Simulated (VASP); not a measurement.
# LiAgAs (I4/mmm) in VASP: single point with PBE

Aim: the single point of LiAgAs with PBE.

Everything below comes from runs of VASP 6.6.1. Logs are shortened: lines on timing, memory, paths and dates and some standing lists are left out, and cuts for length are marked.

### Step 1. The cell of the first run

It takes space group I4/mmm (No. 139, tetragonal). The conventional cell has a = 5.171 Å, b = 5.171 Å, c = 9.903 Å, α = 90.00°, β = 90.00°, γ = 90.00°. Li (site symmetry mmm) has 2 As at 2.48 Å and 4 Ag at 3.12 Å within 3.3 Å. Ag (site symmetry 4mm) has 4 As at 2.69 Å and 4 Li at 3.12 Å and 1 Ag at 3.49 Å within 3.5 Å. Within 3.3 Å of As (site symmetry -4m2) lie 2 Li at 2.48 Å and 4 Ag at 2.69 Å.

The cell was built from a structure type or drawn by symmetry, and may not be a known phase.

### Step 2. Single point, PBE

Contents of INCAR:

```
SYSTEM = LiAgAs
PREC = Accurate ; ENCUT = 520
EDIFF = 1E-7 ; ISMEAR = 0
SIGMA = 0.1 ; LREAL = .FALSE.
LASPH = .TRUE. ; NELM = 80
ALGO = Fast ; ISIF = 2
LWAVE = .FALSE. ; LCHARG = .TRUE.
GGA = PE ; LELF = .TRUE.
LVHAR = .TRUE. ; NBANDS = 28
```

Contents of KPOINTS:

```
Automatic mesh
0
G
  10 10 10
  0 0 0
```

Contents of POSCAR:

```
LiAgAs
1.0
   -2.5855774393      2.5855774393      4.9515624492
    2.5855774393     -2.5855774393      4.9515624492
    2.5855774393      2.5855774393     -4.9515624492
Li Ag As
2 2 2
Direct
    0.0000000000      0.5000000000      0.5000000000
    0.5000000000      0.0000000000      0.5000000000
    0.1761328035      0.1761328035      0.0000000000
    0.8238671965      0.8238671965      0.0000000000
    0.2500000000      0.7500000000      0.5000000000
    0.7500000000      0.2500000000      0.5000000000
```

Potentials or basis: VASP PAW PBE potentials, release 64 (Li_sv, Ag, As).

Launch:

```sh
$ cat potpaw_PBE.64/Li_sv/POTCAR potpaw_PBE.64/Ag/POTCAR potpaw_PBE.64/As/POTCAR > POTCAR
$ mpirun -np 1 vasp_std > vasp.out
```

OUTCAR:

```text
SYSTEM = LiAgAs
   PREC = Accurate
   ENCUT = 520
   EDIFF = 1E-7
   ISMEAR = 0
   LREAL = .FALSE.
   LASPH = .TRUE.
   NELM = 80
   ISIF = 2
   GGA = PE

 ion  position               nearest neighbor table
   1  0.000  0.500  0.500-   5 2.48   6 2.48
   2  0.500  0.000  0.500-   5 2.48   6 2.48
   3  0.176  0.176  0.000-   6 2.69   5 2.69   5 2.69   6 2.69   4 3.49
   4  0.824  0.824  0.000-   5 2.69   6 2.69   6 2.69   5 2.69   3 3.49
   5  0.250  0.750  0.500-   1 2.48   2 2.48   4 2.69   3 2.69   4 2.69   3 2.69
   6  0.750  0.250  0.500-   1 2.48   2 2.48   4 2.69   3 2.69   4 2.69   3 2.69

  LATTYP: Found a body centered tetragonal cell.
 ALAT       =     5.1711548786
 C/A-ratio  =     1.9150702562

  Lattice vectors:

 A1 = (  -2.5855774393,   2.5855774393,   4.9515624492)
 A2 = (   2.5855774393,  -2.5855774393,   4.9515624492)
 A3 = (   2.5855774393,   2.5855774393,  -4.9515624492)

Analysis of symmetry for initial positions (statically):
=====================================================================
 Subroutine PRICEL returns:
 Original cell was already a primitive cell.

 Routine SETGRP: Setting up the symmetry group for a
 body centered tetragonal supercell.

 Subroutine GETGRP returns: Found 16 space group operations
 (whereof 16 operations were pure point group operations)
 out of a pool of 16 trial point group operations.

The static configuration has the point symmetry D_4h.

Analysis of symmetry for dynamics (positions and initial velocities):
=====================================================================
 Subroutine PRICEL returns:
 Original cell was already a primitive cell.

 Routine SETGRP: Setting up the symmetry group for a
 body centered tetragonal supercell.

 Subroutine GETGRP returns: Found 16 space group operations
 (whereof 16 operations were pure point group operations)
 out of a pool of 16 trial point group operations.

The dynamic configuration has the point symmetry D_4h.

 Subroutine INISYM returns: Found 16 space group operations
 (whereof 16 operations are pure point group operations),
 and found     1 'primitive' translations

----------------------------------------------------------------------------------------

                                     Primitive cell

[... 99 lines left out ...]
   LREAL  =      F    real-space projection
   EDIFFG = 0.1E-05   stopping-criterion for IOM
   NSW    =      0    number of steps for IOM
   IBRION =     -1    ionic relax: 0-MD 1-quasi-New 2-CG
   NFREE  =      0    steps in history (QN), initial steepest desc. (CG)
   ISIF   =      2    stress and relaxation
   ISYM   =      2    0-nonsym 1-usesym 2-fastsym
   POTIM  = 0.5000    time-step for ionic-motion
   TEBEG  =    0.0;   TEEND  =   0.0 temperature during run
   PSTRESS=    0.0 pullay stress
   NELECT =      38.0000    total number of electrons
   NUPDOWN=      -1.0000    fix difference up-down
   EMIN   =  10.00;   EMAX   =-10.00  energy-range for DOS
   EFERMI =   0.00;   METHOD = LEGACY
   ISMEAR =     0;   SIGMA  =   0.10  broadening in eV -4-tet -1-fermi 0-gaus
   EFERMI_NEDOS =   21; number of points for ismear=-14 and -15
   IALGO  =     68    algorithm
   IMIX   =      4    mixing-type and parameters
     AMIX     =   0.40;   BMIX     =  1.00
     AMIX_MAG =   1.60;   BMIX_MAG =  1.00
  volume/ion in A,a.u.               =      22.07       148.92
  Fermi-wavevector in a.u.,A,eV,Ry     =   1.079850  2.040621 15.865438  1.166077
  Thomas-Fermi vector in A             =   2.215826
   LORBIT       =      0    0 simple, 1 ext, 2 COOP (PROOUT), +10 PAW based schemes
   GGA     = PE    functional components
   LHFCALC =     F    Hartree Fock is set to
   AEXX    =    0.0000 exact exchange contribution
   IVDW    =     0    specifies the selected vdW correction
   LEPSILON=     F    determine dielectric tensor
   LRPA    =     F    only Hartree local field effects (RPA)
 non-spin polarized calculation
 RMM-DIIS sequential band-by-band and
 Gauss-broadening in eV      SIGMA  =   0.10
  energy-cutoff  :      520.00
  volume of cell :      132.41
 maximum number of plane-waves:      3635
 NGX is ok and might be reduce to    48
   NGX = 23   NGY = 23   NGZ = 23

 number of electron      37.9999988 magnetization

 Free energy of the ion-electron system (eV)
  ---------------------------------------------------
  ext. energy  EPLUGINS =         0.00000000
  ---------------------------------------------------
  free energy    TOTEN  =       -19.25437526 eV

  energy without entropy =      -19.24435074  energy(sigma->0) =      -19.24936300

 E-fermi :   3.5867     XC(G=0):  -8.8673

 val. band max:        3.5848575075   @ k =  -0.3000   0.3000   0.0000
 cond. band min:       3.5921613420   @ k =  -0.4000   0.3000   0.0000
 fundamental gap:      0.0073038345
 Fermi energy:         3.5866957005

 k-point     1 :       0.0000    0.0000    0.0000
  band No.  band energies     occupation
      1     -42.9978      2.00000
      2     -42.9966      2.00000
      3      -7.8840      2.00000
      4      -6.6493      2.00000
      5      -1.4674      2.00000
      6      -1.4177      2.00000
[... 733 lines left out ...]
     27       9.9948      0.00000
     28      10.8205      0.00000

 [... further k-points ...]

------------------------ aborting loop because EDIFF is reached ----------------------------------------

  FORCE on cell =-STRESS in cart. coord.  units (eV):
  Direction    XX          YY          ZZ          XY          YZ          ZX
  --------------------------------------------------------------------------------------
  -------------------------------------------------------------------------------------
  Total       -0.0112496     -0.0112496      0.0549730      0.0000000      0.0000000      0.0000000
  in kB       -0.1361225     -0.1361225      0.6651852      0.0000000      0.0000000      0.0000000
  external PRESSURE =       0.1309800 kB  Pullay stress =       0.0000000 kB

 VOLUME and BASIS-vectors are now :
 -----------------------------------------------------------------------------
  energy-cutoff  :      520.00
  volume of cell :      132.41
      direct lattice vectors                 reciprocal lattice vectors
    -2.585577439  2.585577439  4.951562449     0.000000000  0.193380400  0.100978228
     2.585577439 -2.585577439  4.951562449     0.193380400  0.000000000  0.100978228
     2.585577439  2.585577439 -4.951562449     0.193380400  0.193380400  0.000000000

 POSITION                                       TOTAL-FORCE (eV/Angst)
 -----------------------------------------------------------------------------------
      2.58558      0.00000      0.00000         0.000000      0.000000      0.000000
      0.00000      2.58558      0.00000         0.000000      0.000000      0.000000
      0.00000      0.00000      1.74427        -0.000000     -0.000000     -0.001823
      0.00000      0.00000      8.15886         0.000000      0.000000      0.001823
      2.58558     -0.00000      2.47578         0.000000      0.000000     -0.000000
     -0.00000      2.58558      2.47578         0.000000      0.000000      0.000000
 -----------------------------------------------------------------------------------
    total drift:                                0.000000      0.000000     -0.000000

  FREE ENERGIE OF THE ION-ELECTRON SYSTEM (eV)
  ---------------------------------------------------
  free  energy   TOTEN  =       -19.2543752627 eV

  energy  without entropy=      -19.2443507381  energy(sigma->0) =      -19.24936300
```

OSZICAR:

```text
N       E                     dE             d eps       ncg     rms          rms(c)
DAV:   1     0.210504243111E+03    0.21050E+03   -0.16732E+04  5712   0.128E+03
DAV:   2    -0.301419907462E+01   -0.21352E+03   -0.20387E+03  6076   0.274E+02
DAV:   3    -0.194462368189E+02   -0.16432E+02   -0.16241E+02  8520   0.601E+01
[... 15 lines left out ...]
RMM:  19    -0.192543744474E+02   -0.10676E-05   -0.97952E-06  9425   0.129E-02    0.790E-04
RMM:  20    -0.192543749796E+02   -0.53221E-06   -0.48745E-06  8645   0.912E-03    0.994E-04
RMM:  21    -0.192543749914E+02   -0.11811E-07   -0.24947E-06  8108   0.684E-03    0.515E-04
RMM:  22    -0.192543751808E+02   -0.18936E-06   -0.13743E-06  7703   0.540E-03    0.250E-04
RMM:  23    -0.192543752627E+02   -0.81925E-07   -0.63032E-07  6605   0.443E-03
   1 F= -.19254375E+02 E0= -.19249363E+02  d E =-.100245E-01
```

Wall time 35 min (1 thread of Intel Xeon 8259CL, shared host); peak memory 0.57 GiB.

What came out:

```yaml
Free_energy: -19.2544 eV
Band_gap_on_the_k_mesh: zero (bands 19 and 20 overlap by 1.81 eV)
```

Caveat: the cutoff is under 1.25 times the usual one of these potentials, so pressure, stress and relaxed cells hold a basis-set (Pulay) error.
